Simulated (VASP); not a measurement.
A run of VASP 6.6.1 is set up as follows.

INCAR

```
ALGO = Normal
EDIFF = 1E-6
ENCUT = 520
GGA = PS
ISIF = 2
ISMEAR = 0
LASPH = True
LCHARG = False
LREAL = False
LWAVE = False
NBANDS = 12
NELM = 100
PREC = Accurate
SIGMA = 0.15
```

File KPOINTS:

```
k-points
0
Gamma
  20 20 20
```

File POSCAR:

```
Au
1.0
    0.0000000000      1.9841350000      2.0761825000
    1.9841350000      0.0000000000      2.0761825000
    1.9841350000      1.9841350000      0.0000000000
Au
1
Direct
    0.0000000000      0.0000000000      0.0000000000
```

Potentials or basis: VASP PAW PBE potentials, release 64 (Au).

Command:

```console
$ cat potpaw_PBE.64/Au/POTCAR > POTCAR
$ mpirun -np 1 vasp_std > vasp.out
```

Question: What does it give for the pressure?

Answer: 7.6 GPa.

Stress tensor (GPa, compression positive):
```
8.28 0.00 0.00
0.00 8.28 0.00
0.00 0.00 6.36
```

Caveat: the cell differs from its parent crystal (strain -0.030 along x and y, +0.015 along z); the PAW data sets were made with another functional, which shifts forces and pressure a little.
